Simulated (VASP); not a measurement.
Here is a VASP 6.6.1 calculation.

INCAR

```
SYSTEM = As
PREC = Accurate ; ENCUT = 520
EDIFF = 1E-7 ; ISMEAR = 0
SIGMA = 0.2 ; LREAL = .False.
LASPH = .True. ; NELM = 60
ALGO = Normal ; ISIF = 2
LWAVE = .False. ; LCHARG = .False.
GGA = PE ; NBANDS = 12
```

KPOINTS

```
regular mesh
0
Gamma
  10 10 10
  0 0 0
```

POSCAR

```
As
1.0
    1.9036109523      1.0990502958      3.6081612956
   -1.9036109523      1.0990502958      3.6081612956
    0.0000000000     -2.1981005915      3.6081612956
As
2
Direct
    0.7737100447      0.7737100447      0.7737100447
    0.2262899553      0.2262899553      0.2262899553
```

Potentials or basis: VASP PAW PBE potentials, release 64 (As).

Launch:

```bash
$ cat potpaw_PBE.64/As/POTCAR > POTCAR
$ mpirun -np 1 vasp_std > vasp.out
```

Estimate the band gap on the k mesh.

zero (band 5 reaches 5.04 eV, above the bottom of band 6 at 4.64 eV).

What does it give for the pressure?

0.2 GPa.

Estimate the largest force.

0.049 eV/Å.

Forces on the atoms (eV/Å):
```
As   0.000  0.000 -0.049
As   0.000  0.000  0.049
```
